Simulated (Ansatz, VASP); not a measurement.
One calculation of Os, two programs

Contents of INCAR:

```
PREC = Accurate ; ENCUT = 520
EDIFF = 1E-8 ; ISMEAR = -1
SIGMA = 0.05 ; LREAL = False
LASPH = True ; NELM = 100
ALGO = Normal ; ISIF = 2
LWAVE = False ; LCHARG = False
GGA = PE ; LEFG = True
NBANDS = 10
```

Contents of KPOINTS:

```
Automatic mesh
0
Gamma
  14 14 14
```

The input POSCAR:

```
Os
1.0
    0.0000000000      1.9450000000      2.0033500000
    1.9450000000      0.0000000000      2.0033500000
    1.9450000000      1.9450000000      0.0000000000
Os
1
Direct
    0.0000000000      0.0000000000      0.0000000000
```

Input for Ansatz:

```yaml
crystal:
  lattice:
    - [0.0, 1.945, 2.00335]
    - [1.945, 0.0, 2.00335]
    - [1.945, 1.945, 0.0]
  atoms:
    - { symbol: Os, position: [0.0, 0.0, 0.0] }
kpoints:
  mp_grid: { grid: [14, 14, 14] }
scf:
  occupations: { method: fermi_dirac, width: 0.05 }
hamiltonian:
  xc: pbe
  pseudopotentials: { kind: all_electron, datasets: crystal }
output:
  forces: true
  stress: true
  eigenvalues: true
  efg: { contact_densities: true }
```

Change from the starting cell: zz strain of +3 %, crystal datasets.

Alike in both runs: task electric field gradients; functional PBE; k mesh 14 × 14 × 14; occupations fermi-dirac, width 0.05 eV; no spin polarisation.

|  | VASP | Ansatz |
| --- | --- | --- |
| version | VASP 6.6.1 | Ansatz 0.2.0 |
| potentials or method | VASP PAW PBE potentials, release 64 (Os), cutoff 520 eV | all-electron PAW with datasets made for the crystal, scalar-relativistic |

```tsv
	VASP	Ansatz	Ansatz less VASP
pressure (GPa)	-19.1	-18.7	+0.43
traceless stress, the component that is largest in VASP (GPa)	-5.23	-5.29	-0.059
size of Vzz on the site where it differs most (V/Å²)	8.0	4.2	-3.78
```

Ansatz ran all-electron here, and VASP with PAW potentials.

Spin-orbit coupling is off throughout.
